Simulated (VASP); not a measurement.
# SnO2 in VASP: further runs

SnO2 is run at these levels: r2SCAN; tasks: single point, relaxation of cell and atoms.

All numbers are computed with VASP 6.6.1; they aren't measurements. Logs are shortened: lines on timing, memory, paths and dates and some standing lists are left out, and cuts for length are marked.

## Step 1: The cell of the first run

Symmetry: P4_2/mnm, No. 136, tetragonal system. Conventional cell: a = 4.878 Å, b = 4.878 Å, c = 3.230 Å, α = 90.00°, β = 90.00°, γ = 90.00°. Sn (site symmetry mmm) has 6 O at 2.09 to 2.12 Å within 2.8 Å. Within 2.8 Å of O (site symmetry m2m) lie 3 Sn at 2.09 to 2.12 Å and 1 O at 2.66 Å.

## Step 2: Single point, r2SCAN (12.81 Å³/atom)

POSCAR reads:

```
SnO2
1.0
    4.8781294237      0.0000000000      0.0000000000
    0.0000000000      4.8781412690      0.0000000000
    0.0000000000      0.0000000000      3.2303320773
Sn O
2 4
Direct
    0.5000000000      0.5000000000      0.5000000000
    0.0000000000      0.0000000000      0.0000000000
    0.3073972918      0.3074028575      0.0000000000
    0.8073972918      0.1925971425      0.5000000000
    0.1926027082      0.8074028575      0.5000000000
    0.6926027082      0.6925971425      0.0000000000
```

INCAR.step1 reads:

```
SYSTEM = SnO2
ALGO = Normal
EDIFF = 1E-4
ENCUT = 520
GGA = PE
ISMEAR = 0
LASPH = .TRUE.
LCHARG = .FALSE.
LREAL = .FALSE.
LWAVE = .TRUE.
NBANDS = 35
NELM = 80
PREC = Accurate
SIGMA = 0.02
```

INCAR.step2 reads:

```
SYSTEM = SnO2
ALGO = Normal
EDIFF = 1E-6
ENCUT = 520
ISIF = 2
ISMEAR = 0
ISTART = 1
LASPH = .TRUE.
LCHARG = .FALSE.
LMIXTAU = .TRUE.
LREAL = .FALSE.
LWAVE = .FALSE.
METAGGA = R2SCAN
NBANDS = 35
NELM = 80
PREC = Accurate
SIGMA = 0.02
```

KPOINTS reads:

```
k-points
0
G
  6 6 8
  0 0 0
```

Potentials or basis: VASP PAW PBE potentials, release 64 (Sn_d, O).

Launch:

```console
$ cat potpaw_PBE.64/Sn_d/POTCAR potpaw_PBE.64/O/POTCAR > POTCAR
$ cp INCAR.step1 INCAR
$ mpirun -np 1 vasp_std > vasp.out
$ cp INCAR.step2 INCAR
$ mpirun -np 1 vasp_std > vasp.out
```

OUTCAR:

```text
SYSTEM = SnO2
   EDIFF = 1E-6
   ENCUT = 520
   ISIF = 2
   ISMEAR = 0
   ISTART = 1
   LASPH = .TRUE.
   LREAL = .FALSE.
   METAGGA = R2SCAN
   NELM = 80
   PREC = Accurate

 ion  position               nearest neighbor table
   1  0.500  0.500  0.500-   3 2.09   6 2.09   3 2.09   6 2.09   5 2.12   4 2.12
   2  0.000  0.000  0.000-   4 2.09   5 2.09   4 2.09   5 2.09   3 2.12   6 2.12
   3  0.307  0.307  0.000-   1 2.09   1 2.09   2 2.12
   4  0.807  0.193  0.500-   2 2.09   2 2.09   1 2.12
   5  0.193  0.807  0.500-   2 2.09   2 2.09   1 2.12
   6  0.693  0.693  0.000-   1 2.09   1 2.09   2 2.12

  LATTYP: Found a simple tetragonal cell.
 ALAT       =     4.8781294237
 C/A-ratio  =     0.6622071283

  Lattice vectors:

 A1 = (   4.8781294237,   0.0000000000,   0.0000000000)
 A2 = (   0.0000000000,   4.8781412690,   0.0000000000)
 A3 = (   0.0000000000,   0.0000000000,   3.2303320773)

Analysis of symmetry for initial positions (statically):
=====================================================================
 Subroutine PRICEL returns:
 Original cell was already a primitive cell.

 Routine SETGRP: Setting up the symmetry group for a
 simple tetragonal supercell.

 Subroutine GETGRP returns: Found 16 space group operations
 (whereof  8 operations were pure point group operations)
 out of a pool of 16 trial point group operations.

The static configuration has the point symmetry D_2h.
 The point group associated with its full space group is D_4h.

Analysis of symmetry for dynamics (positions and initial velocities):
=====================================================================
 Subroutine PRICEL returns:
 Original cell was already a primitive cell.

 Routine SETGRP: Setting up the symmetry group for a
 simple tetragonal supercell.

 Subroutine GETGRP returns: Found 16 space group operations
 (whereof  8 operations were pure point group operations)
 out of a pool of 16 trial point group operations.

The dynamic configuration has the point symmetry D_2h.
 The point group associated with its full space group is D_4h.

 Subroutine INISYM returns: Found 16 space group operations
 (whereof  8 operations are pure point group operations),
 and found     1 'primitive' translations

----------------------------------------------------------------------------------------

                                     Primitive cell

  volume of cell :      76.8696

  direct lattice vectors                    reciprocal lattice vectors
     4.878129424  0.000000000  0.000000000     0.204996611  0.000000000  0.000000000
     0.000000000  4.878141269  0.000000000     0.000000000  0.204996113  0.000000000
     0.000000000  0.000000000  3.230332077     0.000000000  0.000000000  0.309565697

  length of vectors
     4.878129424  4.878141269  3.230332077     0.204996611  0.204996113  0.309565697

  position of ions in fractional coordinates (direct lattice)
     0.500000000  0.500000000  0.500000000
     0.000000000  0.000000000  0.000000000
     0.307397292  0.307402858  0.000000000
     0.807397292  0.192597142  0.500000000
     0.192602708  0.807402858  0.500000000
     0.692602708  0.692597142  0.000000000

  ion indices of the primitive-cell ions
   primitive index   ion index
                 1           1
                 2           2
                 3           3
                 4           4
                 5           5
                 6           6

----------------------------------------------------------------------------------------

 KPOINTS: k-points

Automatic generation of k-mesh.
 Grid dimensions read from file:
 generate k-points for:    6    6    8

 Generating k-lattice:

  Cartesian coordinates                     Fractional coordinates (reciprocal lattice)
     0.034166102  0.000000000  0.000000000     0.166666667  0.000000000  0.000000000
     0.000000000  0.034166019  0.000000000     0.000000000  0.166666667  0.000000000
     0.000000000  0.000000000  0.038695712     0.000000000  0.000000000  0.125000000

  Length of vectors
     0.034166102  0.034166019  0.038695712

  Shift w.r.t. Gamma in fractional coordinates (k-lattice)
     0.000000000  0.000000000  0.000000000

 Subroutine IBZKPT returns following result:
 ===========================================

 Found     50 irreducible k-points:

 Following reciprocal coordinates:
            Coordinates               Weight
  0.000000  0.000000  0.000000      1.000000
  0.166667  0.000000  0.000000      4.000000
  0.333333  0.000000  0.000000      4.000000
  0.500000  0.000000  0.000000      2.000000
  0.166667  0.166667  0.000000      4.000000
  0.333333  0.166667  0.000000      8.000000
[... 16 lines left out ...]
  0.333333  0.000000  0.250000      8.000000
  0.500000  0.000000  0.250000      4.000000
 [... further k-points ...]
   k-points           NKPTS =     50   k-points in BZ     NKDIM =     50   number of bands    NBANDS=     35
   number of dos      NEDOS =    301   number of ions     NIONS =      6
   total plane-waves  NPLWV =  31104
   dimension x,y,z NGX =    36 NGY =   36 NGZ =   24
   dimension x,y,z NGXF=    72 NGYF=   72 NGZF=   48
   ions per type =               2   4
   NGX,Y,Z   is equivalent  to a cutoff of  12.27, 12.27, 12.35 a.u.
   NGXF,Y,Z  is equivalent  to a cutoff of  24.54, 24.54, 24.70 a.u.
 SYSTEM =  SnO2
   PREC   = accura    normal or accurate (medium, high low for compatibility)
   ISTART =      1    job   : 0-new  1-cont  2-samecut
   ICHARG =      0    charge: 1-file 2-atom 10-const
   ISPIN  =      1    spin polarized calculation?
   LNONCOLLINEAR =      F non collinear calculations
   LSORBIT =      F    spin-orbit coupling
   LASPH  =      T    aspherical Exc in radial PAW
   ENCUT  =  520.0 eV  38.22 Ry    6.18 a.u.   9.07  9.07  6.01*2*pi/ulx,y,z
   NELM   =     80;   NELMIN=  2; NELMDL=  0     # of ELM steps
   EDIFF  = 0.1E-05   stopping-criterion for ELM
   LREAL  =      F    real-space projection
   EDIFFG = 0.1E-04   stopping-criterion for IOM
   NSW    =      0    number of steps for IOM
   IBRION =     -1    ionic relax: 0-MD 1-quasi-New 2-CG
   NFREE  =      0    steps in history (QN), initial steepest desc. (CG)
   ISIF   =      2    stress and relaxation
   ISYM   =      2    0-nonsym 1-usesym 2-fastsym
   POTIM  = 0.5000    time-step for ionic-motion
   TEBEG  =    0.0;   TEEND  =   0.0 temperature during run
   PSTRESS=    0.0 pullay stress
   NELECT =      52.0000    total number of electrons
   NUPDOWN=      -1.0000    fix difference up-down
   EMIN   =  10.00;   EMAX   =-10.00  energy-range for DOS
   EFERMI =   0.00;   METHOD = LEGACY
   ISMEAR =     0;   SIGMA  =   0.02  broadening in eV -4-tet -1-fermi 0-gaus
   EFERMI_NEDOS =   21; number of points for ismear=-14 and -15
   IALGO  =     38    algorithm
   IMIX   =      4    mixing-type and parameters
     AMIX     =   0.40;   BMIX     =  1.00
     AMIX_MAG =   1.60;   BMIX_MAG =  1.00
  volume/ion in A,a.u.               =      12.81        86.46
  Fermi-wavevector in a.u.,A,eV,Ry     =   1.437113  2.715750 28.100037  2.065294
  Thomas-Fermi vector in A             =   2.556227
   LORBIT       =      0    0 simple, 1 ext, 2 COOP (PROOUT), +10 PAW based schemes
   METAGGA = R2SCAN    functional components
   LHFCALC =     F    Hartree Fock is set to
   AEXX    =    0.0000 exact exchange contribution
   IVDW    =     0    specifies the selected vdW correction
   LEPSILON=     F    determine dielectric tensor
   LRPA    =     F    only Hartree local field effects (RPA)
 non-spin polarized calculation
 Gauss-broadening in eV      SIGMA  =   0.02
  energy-cutoff  :      520.00
  volume of cell :       76.87
 maximum number of plane-waves:      2100
   NGX = 19   NGY = 19   NGZ = 13

 number of electron      51.9999988 magnetization

 Free energy of the ion-electron system (eV)
  ---------------------------------------------------
  ext. energy  EPLUGINS =         0.00000000
  ---------------------------------------------------
  free energy    TOTEN  =       -84.51397791 eV

  energy without entropy =      -84.51397791  energy(sigma->0) =      -84.51397791

 E-fermi :   4.9821     XC(G=0): -11.6312

 val. band max:        4.8886121127   @ k =   0.0000   0.0000   0.0000
 cond. band min:       6.0952016899   @ k =   0.0000   0.0000   0.0000
 fundamental gap:      1.2065895772
 Fermi energy:         4.9821447318

 k-point     1 :       0.0000    0.0000    0.0000
  band No.  band energies     occupation
      1     -16.7599      2.00000
      2     -16.0259      2.00000
      3     -15.7750      2.00000
      4     -15.7750      2.00000
      5     -15.7560      2.00000
      6     -15.6784      2.00000
[... 27 lines left out ...]
     34      17.0990      0.00000
     35      17.8039      0.00000

 k-point     2 :       0.1667    0.0000    0.0000
  band No.  band energies     occupation
      1     -16.7201      2.00000
      2     -16.0766      2.00000
      3     -15.7739      2.00000
      4     -15.7738      2.00000
      5     -15.7561      2.00000
      6     -15.7071      2.00000
[... 27 lines left out ...]
     34      17.1612      0.00000
     35      17.7823      0.00000

 k-point     3 :       0.3333    0.0000    0.0000
  band No.  band energies     occupation
      1     -16.6049      2.00000
      2     -16.2299      2.00000
      3     -15.7716      2.00000
      4     -15.7715      2.00000
      5     -15.7559      2.00000
      6     -15.7418      2.00000
[... 27 lines left out ...]
     34      17.4595      0.00000
     35      17.7729      0.00000
[... 723 lines left out ...]
 k-point    23 :       0.3333    0.0000    0.2500
  band No.  band energies     occupation
      1     -16.5005      2.00000
      2     -16.3782      2.00000
      3     -16.0778      2.00000
      4     -15.8559      2.00000
      5     -15.6671      2.00000
      6     -15.6644      2.00000
[... 27 lines left out ...]
     34      17.5599      0.00000
     35      17.7908      0.00000

 k-point    24 :       0.5000    0.0000    0.2500
  band No.  band energies     occupation
      1     -16.4583      2.00000
      2     -16.4583      2.00000
      3     -15.9544      2.00000
      4     -15.9544      2.00000
      5     -15.6644      2.00000
      6     -15.6644      2.00000
[... 27 lines left out ...]
     34      17.7311      0.00000
     35      17.8737      0.00000

 [... further k-points ...]

------------------------ aborting loop because EDIFF is reached ----------------------------------------

  FORCE on cell =-STRESS in cart. coord.  units (eV):
  Direction    XX          YY          ZZ          XY          YZ          ZX
  --------------------------------------------------------------------------------------
  -------------------------------------------------------------------------------------
  Total       -4.5191971     -4.5192191     -4.2367261      0.0000000      0.0000000      0.0000000
  in kB      -94.1926477    -94.1931051    -88.3051653      0.0000000      0.0000000      0.0000000
  external PRESSURE =     -92.2303060 kB  Pullay stress =       0.0000000 kB

 VOLUME and BASIS-vectors are now :
 -----------------------------------------------------------------------------
  energy-cutoff  :      520.00
  volume of cell :       76.87
      direct lattice vectors                 reciprocal lattice vectors
     4.878129424  0.000000000  0.000000000     0.204996611  0.000000000  0.000000000
     0.000000000  4.878141269  0.000000000     0.000000000  0.204996113  0.000000000
     0.000000000  0.000000000  3.230332077     0.000000000  0.000000000  0.309565697

 POSITION                                       TOTAL-FORCE (eV/Angst)
 -----------------------------------------------------------------------------------
      2.43906      2.43907      1.61517         0.000000      0.000000      0.000000
      0.00000      0.00000      0.00000         0.000000      0.000000      0.000000
      1.49952      1.49955      0.00000        -0.025869     -0.025869      0.000000
      3.93859      0.93952      1.61517        -0.025869      0.025869      0.000000
      0.93954      3.93863      1.61517         0.025869     -0.025869      0.000000
      3.37861      3.37859      0.00000         0.025869      0.025869      0.000000
 -----------------------------------------------------------------------------------
    total drift:                                0.000000      0.000000      0.000000

  FREE ENERGIE OF THE ION-ELECTRON SYSTEM (eV)
  ---------------------------------------------------
  free  energy   TOTEN  =       -84.5139779121 eV

  energy  without entropy=      -84.5139779121  energy(sigma->0) =      -84.51397791
```

It took 8.8 min on 1 thread of Intel Xeon 8259CL, shared host; peak memory 0.25 GiB.

What came out:

```
Free energy            : -84.5140 eV
Pressure               : -9.2 GPa
Largest force          : 0.037 eV/Å
Band gap on the k mesh : 1.21 eV
```

Forces on the atoms (eV/Å):
```
Sn   0.000  0.000  0.000
Sn   0.000  0.000  0.000
O   -0.026 -0.026  0.000
O   -0.026  0.026  0.000
O    0.026 -0.026  0.000
O    0.026  0.026  0.000
```

Levels at points of the mesh, in eV from the valence-band top:
```tsv
k point	band 22	band 23	band 24	band 25	band 26	band 27	band 28	band 29	band 30	band 31
(0.00, 0.00, 0.00)	-1.20	-1.20	-0.74	-0.74	0.00	1.21	6.33	6.83	6.83	10.81
(0.50, 0.00, 0.00)	-1.87	-1.15	-1.15	-0.61	-0.61	4.39	4.39	7.54	7.54	11.10
(0.50, 0.50, 0.00)	-1.79	-1.26	-1.26	-0.88	-0.88	4.81	4.81	7.83	7.83	11.20
(0.00, 0.00, 0.50)	-2.49	-1.51	-1.51	-1.19	-1.19	6.22	6.22	10.06	10.06	11.13
(0.50, 0.00, 0.50)	-1.64	-1.02	-1.02	-0.75	-0.75	6.46	6.46	8.27	8.27	11.52
(0.50, 0.50, 0.50)	-2.44	-0.93	-0.93	-0.80	-0.80	4.99	4.99	9.26	9.26	11.46
```

Caveat: the cell stands under tension; the PAW data sets were made with another functional, which shifts forces and pressure a little; spin-orbit coupling is left out, which moves the levels of the heavy elements.

## Step 3: Relaxation of cell and atoms, r2SCAN

This run uses another cell than the first one, of 12.08 Å³/atom.

POSCAR reads:

```
SnO2
1.0
    4.7587776164      0.0000000000      0.0000000000
    0.0000000000      4.7593032797      0.0000000000
    0.0000000000      0.0000000000      3.2004452925
Sn O
2 4
Direct
    0.5000000000      0.5000000000      0.5000000000
    0.0000000000      0.0000000000      0.0000000000
    0.3045817833      0.3065756274      0.0000000000
    0.8045817833      0.1934243726      0.5000000000
    0.1954182167      0.8065756274      0.5000000000
    0.6954182167      0.6934243726      0.0000000000
```

INCAR.step1 reads:

```
ALGO = Normal
EDIFF = 1E-4
ENCUT = 600
GGA = PE
ISMEAR = 0
KPAR = 2
LASPH = True
LCHARG = False
LREAL = False
LWAVE = True
NELM = 60
PREC = Accurate
SIGMA = 0.02
```

INCAR.step2 reads:

```
ALGO = Normal
EDIFF = 1E-6
EDIFFG = -0.005
ENCUT = 600
IBRION = 2
ISIF = 3
ISMEAR = 0
ISTART = 1
KPAR = 2
LASPH = True
LCHARG = False
LMIXTAU = True
LREAL = False
LWAVE = False
METAGGA = R2SCAN
NELM = 60
NSW = 100
PREC = Accurate
SIGMA = 0.02
```

KPOINTS reads:

```
k-points
0
Gamma
  6 6 8
```

Potentials or basis: VASP PAW PBE potentials, release 64 (Sn_d, O).

Launch:

```console
$ cat potpaw_PBE.64/Sn_d/POTCAR potpaw_PBE.64/O/POTCAR > POTCAR
$ cp INCAR.step1 INCAR
$ mpirun -np 2 vasp_std > vasp.out
$ cp INCAR.step2 INCAR
$ mpirun -np 2 vasp_std > vasp.out
```

Wall time 8.2 min (2 MPI ranks of Intel Xeon 6975P-C (Granite Rapids), shared host); peak memory 0.34 GiB.

It converged, with:

```
Free energy                           : -84.6453 eV
Relaxed volume                        : 12.13 Å³/atom
Relaxed cell                          : a = 4.764 Å, b = 4.766 Å, c = 3.207 Å, α = 90.00°, β = 90.00°, γ = 90.00°
Space group after relaxing (to 0.1 Å) : P4_2/mnm (No. 136)
Energy gained by relaxing             : 0.2 meV/atom
Ionic steps                           : 5
Pressure after relaxing               : 0.0 GPa
Largest force after relaxing          : 0.005 eV/Å
Band gap on the k mesh                : 1.74 eV
```

Forces in eV/Å, atoms in the order of the input:
```
Sn   0.000  0.000  0.000
Sn   0.000  0.000  0.000
O    0.004 -0.003  0.000
O    0.004  0.003  0.000
O   -0.004 -0.003  0.000
O   -0.004  0.003  0.000
```

The path:
```
step  energy change (eV)  largest force (eV/Å)  pressure (GPa)  volume (Å³)
   1              0.0000                0.0241            0.94        72.49
   2              0.0006                0.0376           -1.29        73.23
   3             -0.0010                0.0302           -0.07        72.82
   4             -0.0010                0.0299           -0.02        72.81
   5             -0.0011                0.0049            0.00        72.81
```

Final structure:
```xyz
6
Lattice="4.7638 0.0000 0.0000 0.0000 4.7660 0.0000 0.0000 0.0000 3.2068" Properties=species:S:1:pos:R:3 pbc="T T T"
Sn    2.3819    2.3830    1.6034
Sn    0.0000    0.0000    0.0000
O     1.4525    1.4622    0.0000
O     3.8343    0.9209    1.6034
O     0.9294    3.8452    1.6034
O     3.3113    3.3039    0.0000
```

Levels at points of the mesh, in eV from the valence-band top:
```csv
k point,band 24,band 25,band 26,band 27,band 28,band 29
"(0.00, 0.00, 0.00)",-0.77,-0.77,0.00,1.74,6.77,7.02
"(0.50, 0.00, 0.00)",-1.17,-0.61,-0.61,4.95,4.95,7.76
"(0.00, 0.50, 0.00)",-1.17,-0.62,-0.62,4.96,4.96,7.79
"(0.50, 0.50, 0.00)",-1.30,-0.91,-0.91,5.40,5.40,8.18
"(0.00, 0.00, 0.50)",-1.66,-1.26,-1.26,6.82,6.82,10.50
"(0.50, 0.00, 0.50)",-1.10,-0.69,-0.69,7.10,7.10,8.83
"(0.00, 0.50, 0.50)",-1.11,-0.68,-0.68,7.09,7.09,8.81
"(0.50, 0.50, 0.50)",-0.95,-0.85,-0.85,5.48,5.48,9.63
```

Caveat: the PAW data sets were made with another functional, which shifts forces and pressure a little; spin-orbit coupling is left out, which moves the levels of the heavy elements.

[end of part 1 of 2]
